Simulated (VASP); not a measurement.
Here is a VASP 6.6.1 calculation.

INCAR

```
PREC = Accurate
ENCUT = 600
EDIFF = 1E-6
ISMEAR = 0
SIGMA = 0.1
LREAL = False
LASPH = True
NELM = 120
ALGO = Normal
ISIF = 2
LWAVE = False
LCHARG = True
GGA = PE
LELF = True
LVHAR = True
NBANDS = 30
GGA_COMPAT = False
```

KPOINTS

```
regular mesh
0
Gamma
  4 4 6
```

POSCAR

```
IrO2
1.0
    4.5051000000      0.0000000000      0.0000000000
    0.0000000000      4.5051000000      0.0000000000
    0.0000000000      0.0000000000      3.1586000000
Ir O
2 4
Direct
    0.0000000000      0.0000000000      0.0000000000
    0.5000000000      0.5000000000      0.5000000000
    0.3077000000      0.3077000000      0.0000000000
    0.1923000000      0.8077000000      0.5000000000
    0.6923000000      0.6923000000      0.0000000000
    0.8077000000      0.1923000000      0.5000000000
```

Potentials or basis: VASP PAW PBE potentials, release 64 (Ir, O).

Run with:

```bash
$ cat potpaw_PBE.64/Ir/POTCAR potpaw_PBE.64/O/POTCAR > POTCAR
$ mpirun -np 1 vasp_std > vasp.out
```

(1) What does it give for the band gap on the k mesh?

(2) What does it give for the pressure?

(3) What does it give for the largest force?

Answers

(1) zero (band 21 reaches 6.70 eV, above the bottom of band 22 at 5.38 eV).

(2) 7.3 GPa.

(3) 0.112 eV/Å.

Caveat: spin-orbit coupling is left out, which moves the levels of the heavy elements.
